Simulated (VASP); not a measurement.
# InAs in VASP: a series of runs, part 2 of 2

VASP 6.6.1. The steps go on from the part before.

### 3 Single point, PBEsol

INCAR

```
ALGO     = Normal         # electronic algorithm
EDIFF    = 1E-6           # SCF threshold, eV
ENCUT    = 400            # plane-wave cutoff, eV
GGA      = PS             # functional
GGA_COMPAT= F            
ISIF     = 2              # what is computed and relaxed
ISMEAR   = -1             # smearing method
LASPH    = T              # aspherical terms in the spheres
LCHARG   = F              # write CHGCAR
LREAL    = F              # projectors in reciprocal space
LWAVE    = F              # write WAVECAR
NBANDS   = 26             # bands
NELM     = 120            # most SCF steps
PREC     = Accurate       # precision mode
SIGMA    = 0.05           # smearing width, eV
```

KPOINTS

```
k-points
0
Gamma
  6 6 4
```

POSCAR

```
InAs
1.0
    3.0436690000      3.0436690000      0.0000000000
   -3.0436690000      3.0436690000      0.0000000000
    0.0000000000      0.0000000000      6.0821623271
In As
2 2
Direct
    0.0000000000      0.0000000000      0.0000000000
    0.5000000000      0.5000000000      0.5000000000
    0.5000000000      0.0000000000      0.2500000000
    0.0000000000      0.5000000000      0.7500000000
```

Potentials or basis: VASP PAW PBE potentials, release 64 (In_d, As).

The run is started by

```sh
> cat potpaw_PBE.64/In_d/POTCAR potpaw_PBE.64/As/POTCAR > POTCAR
> mpirun -np 1 vasp_std > vasp.out
```

OUTCAR:

```text
EDIFF = 1E-6
   ENCUT = 400
   GGA = PS
   ISIF = 2
   ISMEAR = -1
   LASPH = T
   LREAL = F
   NELM = 120
   PREC = Accurate

 ion  position               nearest neighbor table
   1  0.000  0.000  0.000-   3 2.64   4 2.64   4 2.64   3 2.64
   2  0.500  0.500  0.500-   3 2.64   4 2.64   3 2.64   4 2.64
   3  0.500  0.000  0.250-   1 2.64   2 2.64   2 2.64   1 2.64
   4  0.000  0.500  0.750-   1 2.64   2 2.64   1 2.64   2 2.64

  LATTYP: Found a simple tetragonal cell.
 ALAT       =     4.3043979792
 C/A-ratio  =     1.4130111473

  Lattice vectors:

 A1 = (   3.0436690000,   3.0436690000,   0.0000000000)
 A2 = (  -3.0436690000,   3.0436690000,   0.0000000000)
 A3 = (   0.0000000000,   0.0000000000,   6.0821623271)

Analysis of symmetry for initial positions (statically):
=====================================================================
 Subroutine PRICEL returns following result:

  LATTYP: Found a body centered tetragonal cell.
 ALAT       =     4.3043979792
 C/A-ratio  =     1.4130111473

  Lattice vectors:

 A1 = (   0.0000000000,  -3.0436690000,  -3.0410811636)
 A2 = (   0.0000000000,   3.0436690000,  -3.0410811635)
 A3 = (   3.0436690000,   0.0000000000,   3.0410811635)

   2 primitive cells build up your supercell.

 Routine SETGRP: Setting up the symmetry group for a
 simple tetragonal supercell.

 Subroutine GETGRP returns: Found  8 space group operations
 (whereof  8 operations were pure point group operations)
 out of a pool of 16 trial point group operations.

The static configuration has the point symmetry D_2d.

Analysis of symmetry for dynamics (positions and initial velocities):
=====================================================================
 Subroutine PRICEL returns following result:
[... 133 lines left out ...]
   EMIN   =  10.00;   EMAX   =-10.00  energy-range for DOS
   EFERMI =   0.00;   METHOD = LEGACY
   ISMEAR =    -1;   SIGMA  =   0.05  broadening in eV -4-tet -1-fermi 0-gaus
   EFERMI_NEDOS =   21; number of points for ismear=-14 and -15
   IALGO  =     38    algorithm
   IMIX   =      4    mixing-type and parameters
     AMIX     =   0.40;   BMIX     =  1.00
     AMIX_MAG =   1.60;   BMIX_MAG =  1.00
  volume/ion in A,a.u.               =      28.17       190.12
  Fermi-wavevector in a.u.,A,eV,Ry     =   1.119132  2.114853 17.040710  1.252457
  Thomas-Fermi vector in A             =   2.255769
   LORBIT       =      0    0 simple, 1 ext, 2 COOP (PROOUT), +10 PAW based schemes
   GGA     = PS    functional components
   LHFCALC =     F    Hartree Fock is set to
   AEXX    =    0.0000 exact exchange contribution
   IVDW    =     0    specifies the selected vdW correction
   LEPSILON=     F    determine dielectric tensor
   LRPA    =     F    only Hartree local field effects (RPA)
 non-spin polarized calculation
  energy-cutoff  :      400.00
  volume of cell :      112.69
 maximum number of plane-waves:      2072
   NGX = 15   NGY = 15   NGZ = 19

 number of electron      36.0000023 magnetization

 Free energy of the ion-electron system (eV)
  ---------------------------------------------------
  ext. energy  EPLUGINS =         0.00000000
  ---------------------------------------------------
  free energy    TOTEN  =       -16.96790758 eV

  energy without entropy =      -16.96615480  energy(sigma->0) =      -16.96703119

 E-fermi :   4.2332     XC(G=0):  -9.2006

 val. band max:        4.1852823736   @ k =   0.0000   0.0000   0.0000
 cond. band min:       5.0164711191   @ k =   0.5000   0.0000   0.5000
 fundamental gap:      0.8311887455
 Fermi energy:         4.2331801399

 k-point     1 :       0.0000    0.0000    0.0000
  band No.  band energies     occupation
      1     -10.2861      2.00000
      2     -10.1114      2.00000
      3     -10.1114      2.00000
      4     -10.1105      2.00000
      5     -10.0341      2.00000
      6     -10.0341      2.00000
[... 685 lines left out ...]
     25      10.8753      0.00000
     26      10.8753      0.00000

 [... further k-points ...]

------------------------ aborting loop because EDIFF is reached ----------------------------------------

  FORCE on cell =-STRESS in cart. coord.  units (eV):
  Direction    XX          YY          ZZ          XY          YZ          ZX
  --------------------------------------------------------------------------------------
  -------------------------------------------------------------------------------------
  Total        0.1317130      0.1317130      0.0600188      0.0000000      0.0000000      0.0000000
  in kB        1.8726495      1.8726495      0.8533262      0.0000000      0.0000000      0.0000000
  external PRESSURE =       1.5328751 kB  Pullay stress =       0.0000000 kB

 VOLUME and BASIS-vectors are now :
 -----------------------------------------------------------------------------
  energy-cutoff  :      400.00
  volume of cell :      112.69
      direct lattice vectors                 reciprocal lattice vectors
     3.043669000  3.043669000  0.000000000     0.164275419  0.164275419  0.000000000
    -3.043669000  3.043669000  0.000000000    -0.164275419  0.164275419  0.000000000
     0.000000000  0.000000000  6.082162327     0.000000000  0.000000000  0.164415211

 POSITION                                       TOTAL-FORCE (eV/Angst)
 -----------------------------------------------------------------------------------
      0.00000      0.00000      0.00000        -0.000000     -0.000000      0.000000
      0.00000      3.04367      3.04108        -0.000000     -0.000000     -0.000000
      1.52183      1.52183      1.52054         0.000000      0.000000      0.000000
     -1.52183      1.52183      4.56162         0.000000      0.000000      0.000000
 -----------------------------------------------------------------------------------
    total drift:                               -0.000000      0.000000      0.000000

  FREE ENERGIE OF THE ION-ELECTRON SYSTEM (eV)
  ---------------------------------------------------
  free  energy   TOTEN  =       -16.9679075816 eV

  energy  without entropy=      -16.9661548044  energy(sigma->0) =      -16.96703119
```

OSZICAR:

```text
N       E                     dE             d eps       ncg     rms          rms(c)
DAV:   1     0.269565226047E+03    0.26957E+03   -0.13968E+04  1560   0.125E+03
DAV:   2     0.830786993426E+01   -0.26126E+03   -0.25316E+03  1598   0.328E+02
DAV:   3    -0.165938446300E+02   -0.24902E+02   -0.24648E+02  1994   0.121E+02
DAV:   4    -0.175019003150E+02   -0.90806E+00   -0.90582E+00  1812   0.246E+01
DAV:   5    -0.175512411391E+02   -0.49341E-01   -0.49336E-01  2498   0.493E+00    0.617E+00
DAV:   6    -0.170256492119E+02    0.52559E+00   -0.82912E-01  2160   0.137E+01    0.334E+00
DAV:   7    -0.169719955372E+02    0.53654E-01   -0.38371E-01  2394   0.428E+00    0.876E-01
DAV:   8    -0.169676515838E+02    0.43440E-02   -0.41871E-02  2348   0.241E+00    0.352E-01
DAV:   9    -0.169676211937E+02    0.30390E-04   -0.31362E-03  2348   0.668E-01    0.161E-01
DAV:  10    -0.169678488324E+02   -0.22764E-03   -0.52086E-04  2298   0.219E-01    0.101E-01
DAV:  11    -0.169679097331E+02   -0.60901E-04   -0.27868E-04  1710   0.195E-01    0.828E-02
DAV:  12    -0.169679083971E+02    0.13361E-05   -0.23964E-05  1638   0.465E-02    0.200E-02
DAV:  13    -0.169679075816E+02    0.81547E-06   -0.62355E-06  1834   0.154E-02
   1 F= -.16967908E+02 E0= -.16967031E+02  d E =-.175278E-02
```

stdout:

```text
POSCAR found type information on POSCAR InAs
 POSCAR found :  2 types and       4 ions
 scaLAPACK will be used
 -----------------------------------------------------------------------------
|                                                                             |
|                                                                             |
|     You enforced a specific xc type in the INCAR file but a different       |
|     I HOPE YOU KNOW WHAT YOU ARE DOING!                                     |
|                                                                             |
 -----------------------------------------------------------------------------

 LDA part: xc-table for (Slater+PW92), standard interpolation
 POSCAR, INCAR and KPOINTS ok, starting setup
 FFT: planning ... GRIDC
 FFT: planning ... GRID_SOFT
 FFT: planning ... GRID
 WAVECAR not read
 entering main loop
```

Run time: 2 min. Hardware: 1 thread of Intel Xeon 8259CL, shared host; peak memory 0.2 GiB.

Results:

| Item | Value |
| --- | --- |
| Free energy | -16.9679 eV |
| Pressure | 0.2 GPa |

Stress tensor (GPa, compression positive):
```
0.19 0.00 0.00
0.00 0.19 0.00
0.00 0.00 0.09
```

Levels at points of the mesh, in eV from the Fermi level:
```
           k point  band 15  band 16  band 17  band 18  band 19  band 20  band 21  band 22
(0.00, 0.00, 0.00)    -2.33    -0.43    -0.05    -0.05    -0.05     1.42     1.92     3.80
(0.50, 0.00, 0.00)    -2.84    -2.84    -1.08    -1.08     2.44     2.44     4.84     4.84
(0.50, 0.50, 0.00)    -2.33    -2.33    -2.33    -2.33     1.42     1.42     1.93     1.93
(0.00, 0.00, 0.50)    -1.45    -1.45    -1.45    -1.45     2.14     2.14     2.61     2.61
(0.50, 0.00, 0.50)    -1.02    -1.02    -1.02    -1.02     0.78     0.78     4.56     4.56
(0.50, 0.50, 0.50)    -2.96    -2.96    -2.88    -2.88     4.05     4.05     4.16     4.16
```

Caveat: the PAW data sets were made with another functional, which shifts forces and pressure a little; spin-orbit coupling is left out, which moves the levels of the heavy elements.

### 4 Single point, PBEsol

INCAR

```
SYSTEM = InAs
PREC = Accurate
ENCUT = 400
EDIFF = 1E-6
ISMEAR = -1
SIGMA = 0.05
LREAL = .FALSE.
LASPH = .TRUE.
NELM = 120
ALGO = Normal
ISIF = 2
LWAVE = .FALSE.
LCHARG = .TRUE.
GGA = PS
LELF = .TRUE.
LVHAR = .TRUE.
NBANDS = 26
GGA_COMPAT = .FALSE.
```

KPOINTS

```
regular mesh
0
G
  6 6 4
  0 0 0
```

Changes to POSCAR since step 3:

```diff
@@ -4,3 +4,3 @@
    -3.0436690000      3.0436690000      0.0000000000
-    0.0000000000      0.0000000000      6.0821623271
+    0.0000000000      0.0000000000      6.0873370000
 In As
```

Potentials or basis: VASP PAW PBE potentials, release 64 (In_d, As).

The run is started by

```sh
> cat potpaw_PBE.64/In_d/POTCAR potpaw_PBE.64/As/POTCAR > POTCAR
> mpirun -np 1 vasp_std > vasp.out
```

OUTCAR:

```text
SYSTEM = InAs
   PREC = Accurate
   ENCUT = 400
   EDIFF = 1E-6
   ISMEAR = -1
   LREAL = .FALSE.
   LASPH = .TRUE.
   NELM = 120
   ISIF = 2
   GGA = PS

 ion  position               nearest neighbor table
   1  0.000  0.000  0.000-   3 2.64   4 2.64   4 2.64   3 2.64
   2  0.500  0.500  0.500-   3 2.64   4 2.64   3 2.64   4 2.64
   3  0.500  0.000  0.250-   1 2.64   2 2.64   2 2.64   1 2.64
   4  0.000  0.500  0.750-   1 2.64   2 2.64   1 2.64   2 2.64

  LATTYP: Found a simple tetragonal cell.
 ALAT       =     4.3043979792
 C/A-ratio  =     1.4142133301

  Lattice vectors:

 A1 = (   3.0436690000,   3.0436690000,   0.0000000000)
 A2 = (  -3.0436690000,   3.0436690000,   0.0000000000)
 A3 = (   0.0000000000,   0.0000000000,   6.0873370000)

Analysis of symmetry for initial positions (statically):
=====================================================================
 Subroutine PRICEL returns following result:

  LATTYP: Found a face centered cubic cell.
 ALAT       =     6.0873375000

  Lattice vectors:

 A1 = (   0.0000000000,  -3.0436690000,  -3.0436685000)
 A2 = (   3.0436690000,   0.0000000000,  -3.0436685000)
 A3 = (   3.0436690000,  -3.0436690000,   0.0000000000)
[... 182 lines left out ...]

 val. band max:        4.1757183380   @ k =   0.0000   0.0000   0.0000
 cond. band min:       5.0062882938   @ k =   0.5000   0.0000   0.5000
 fundamental gap:      0.8305699558
 Fermi energy:         4.2251785328

 k-point     1 :       0.0000    0.0000    0.0000
  band No.  band energies     occupation
      1     -10.2923      2.00000
      2     -10.1181      2.00000
      3     -10.1181      2.00000
      4     -10.1175      2.00000
      5     -10.0410      2.00000
      6     -10.0410      2.00000
[... 685 lines left out ...]
     25      10.8658      0.00000
     26      10.8658      0.00000

 [... further k-points ...]

------------------------ aborting loop because EDIFF is reached ----------------------------------------

  FORCE on cell =-STRESS in cart. coord.  units (eV):
  Direction    XX          YY          ZZ          XY          YZ          ZX
  --------------------------------------------------------------------------------------
  -------------------------------------------------------------------------------------
  Total        0.1041959      0.1041959      0.0127309      0.0000000      0.0000000     -0.0000000
  in kB        1.4801610      1.4801610      0.1808493      0.0000000      0.0000000     -0.0000000
  external PRESSURE =       1.0470571 kB  Pullay stress =       0.0000000 kB

 VOLUME and BASIS-vectors are now :
 -----------------------------------------------------------------------------
  energy-cutoff  :      400.00
  volume of cell :      112.79
      direct lattice vectors                 reciprocal lattice vectors
     3.043669000  3.043669000  0.000000000     0.164275419  0.164275419  0.000000000
    -3.043669000  3.043669000  0.000000000    -0.164275419  0.164275419  0.000000000
     0.000000000  0.000000000  6.087337000     0.000000000  0.000000000  0.164275446

 POSITION                                       TOTAL-FORCE (eV/Angst)
 -----------------------------------------------------------------------------------
      0.00000      0.00000      0.00000         0.000000     -0.000000     -0.000000
      0.00000      3.04367      3.04367        -0.000000     -0.000000      0.000000
      1.52183      1.52183      1.52183         0.000000      0.000000     -0.000000
     -1.52183      1.52183      4.56550         0.000000      0.000000     -0.000000
 -----------------------------------------------------------------------------------
    total drift:                               -0.000000      0.000000      0.000000

  FREE ENERGIE OF THE ION-ELECTRON SYSTEM (eV)
  ---------------------------------------------------
  free  energy   TOTEN  =       -16.9679759830 eV

  energy  without entropy=      -16.9662163103  energy(sigma->0) =      -16.96709615
```

OSZICAR:

```text
N       E                     dE             d eps       ncg     rms          rms(c)
DAV:   1     0.269438311980E+03    0.26944E+03   -0.14090E+04  1560   0.126E+03
DAV:   2     0.781272856376E+01   -0.26163E+03   -0.25411E+03  1612   0.329E+02
DAV:   3    -0.166203278805E+02   -0.24433E+02   -0.24195E+02  1968   0.120E+02
DAV:   4    -0.175023262406E+02   -0.88200E+00   -0.88004E+00  1826   0.246E+01
DAV:   5    -0.175507296411E+02   -0.48403E-01   -0.48399E-01  2540   0.493E+00    0.616E+00
DAV:   6    -0.170256182121E+02    0.52511E+00   -0.82904E-01  2148   0.137E+01    0.334E+00
DAV:   7    -0.169720577612E+02    0.53560E-01   -0.38221E-01  2426   0.428E+00    0.876E-01
DAV:   8    -0.169677170313E+02    0.43407E-02   -0.41807E-02  2324   0.241E+00    0.352E-01
DAV:   9    -0.169676896354E+02    0.27396E-04   -0.31730E-03  2378   0.676E-01    0.159E-01
DAV:  10    -0.169679172511E+02   -0.22762E-03   -0.50379E-04  2258   0.209E-01    0.102E-01
DAV:  11    -0.169679776567E+02   -0.60406E-04   -0.27989E-04  1728   0.195E-01    0.865E-02
DAV:  12    -0.169679768463E+02    0.81035E-06   -0.25162E-05  1640   0.475E-02    0.210E-02
DAV:  13    -0.169679759830E+02    0.86333E-06   -0.59406E-06  1850   0.153E-02
   1 F= -.16967976E+02 E0= -.16967096E+02  d E =-.175967E-02
```

stdout:

```text
POSCAR found type information on POSCAR InAs
 POSCAR found :  2 types and       4 ions
 scaLAPACK will be used
 -----------------------------------------------------------------------------
|                                                                             |
|                                                                             |
|     You enforced a specific xc type in the INCAR file but a different       |
|     I HOPE YOU KNOW WHAT YOU ARE DOING!                                     |
|                                                                             |
 -----------------------------------------------------------------------------

 LDA part: xc-table for (Slater+PW92), standard interpolation
 POSCAR, INCAR and KPOINTS ok, starting setup
 FFT: planning ... GRIDC
 FFT: planning ... GRID_SOFT
 FFT: planning ... GRID
 WAVECAR not read
 entering main loop
```

Wall time 88 s (1 thread of Intel Xeon 8259CL, shared host); peak memory 0.2 GiB.

What came out:

```yaml
Free_energy: -16.9680 eV
Pressure: 0.1 GPa
Band_gap_on_the_k_mesh: zero (filled and empty bands touch)
```

Caveat: the PAW data sets were made with another functional, which shifts forces and pressure a little; spin-orbit coupling is left out, which moves the levels of the heavy elements.

### 5 The runs side by side

| level | cell | k mesh | cutoff (eV) | gap on the mesh (eV) | pressure (GPa) |
| --- | --- | --- | --- | --- | --- |
| r2SCAN | a = 4.304, b = 4.304, c = 6.082 Å, 4 atoms | 4 × 4 × 2 | 440 | 0.14 | 0.8 |
| PBEsol | a = 4.304, b = 4.304, c = 6.082 Å, 4 atoms | 6 × 6 × 4 | 400 | - | 0.2 |
| PBEsol | a = 4.304, b = 4.304, c = 6.087 Å, 4 atoms | 6 × 6 × 4 | 400 | none | 0.1 |

Alike in all rows: task single point; potentials or basis VASP PAW PBE potentials, release 64 (In_d, As); no spin polarisation; smearing fermi-dirac 0.05 eV.

Caveats: some runs use coarse meshes; the PAW data sets were made with another functional, which shifts forces and pressure a little; spin-orbit coupling is left out, which moves the levels of the heavy elements.

Absolute energies hang on the potentials; compare differences alone.
